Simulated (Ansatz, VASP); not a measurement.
## Two plane-wave programs on Mg

The input INCAR:

```
SYSTEM = Mg
PREC     = Accurate       ! precision mode
ENCUT    = 520            ! plane-wave cutoff, eV
EDIFF    = 1E-7           ! SCF threshold, eV
ISMEAR   = 0              ! smearing method
SIGMA    = 0.1            ! smearing width, eV
LREAL    = .FALSE.        ! projectors in reciprocal space
LASPH    = .TRUE.         ! aspherical terms in the spheres
NELM     = 100            ! most SCF steps
ALGO     = Normal         ! electronic algorithm
ISIF     = 2              ! what is computed and relaxed
LWAVE    = .FALSE.        ! write WAVECAR
LCHARG   = .FALSE.        ! write CHGCAR
GGA      = PE             ! functional
NBANDS   = 7              ! bands
```

KPOINTS

```
regular mesh
0
G
  16 16 16
  0 0 0
```

Contents of POSCAR:

```
Mg
1.0
    0.0000000000      2.3279218637      2.3279218637
    2.3279218637      0.0000000000      2.3279218637
    2.3279218637      2.3279218637      0.0000000000
Mg
1
Direct
    0.0000000000      0.0000000000      0.0000000000
```

Input for Ansatz:

```yaml
crystal:
  lattice:
    - [0.0, 2.3279218637, 2.3279218637]
    - [2.3279218637, 0.0, 2.3279218637]
    - [2.3279218637, 2.3279218637, 0.0]
  atoms:
    - { symbol: Mg, position: [0.0, 0.0, 0.0] }
basis:
  ecutwfc: 420
kpoints:
  mp_grid: { grid: [16, 16, 16] }
hamiltonian:
  xc: pbe
scf:
  occupations: { method: gaussian, width: 0.1 }
output:
  forces: true
  stress: true
  eigenvalues: true
```

Alike in both runs: task single point; functional PBE; k mesh 16 × 16 × 16; occupations gaussian, width 0.1 eV; no spin polarisation.

```csv
,VASP,Ansatz
version,VASP 6.6.1,Ansatz 0.2.0
potentials or method,"VASP PAW PBE potentials, release 64 (Mg), cutoff 520 eV","scalar-relativistic, plane waves, PAW"
valence electrons in the cell,2,10
```

|  | VASP | Ansatz | Ansatz less VASP |
| --- | --- | --- | --- |
| gap on the k mesh at the Fermi level (eV) | none | none | - |
| pressure (GPa) | -2.7 | -2.6 | +0.11 |

A gap of «none» marks a metal or a gap that the smearing closes. VASP's potentials hold 2 valence electrons a cell and Ansatz's 10, so a difference there can come from the potentials and not from the codes.
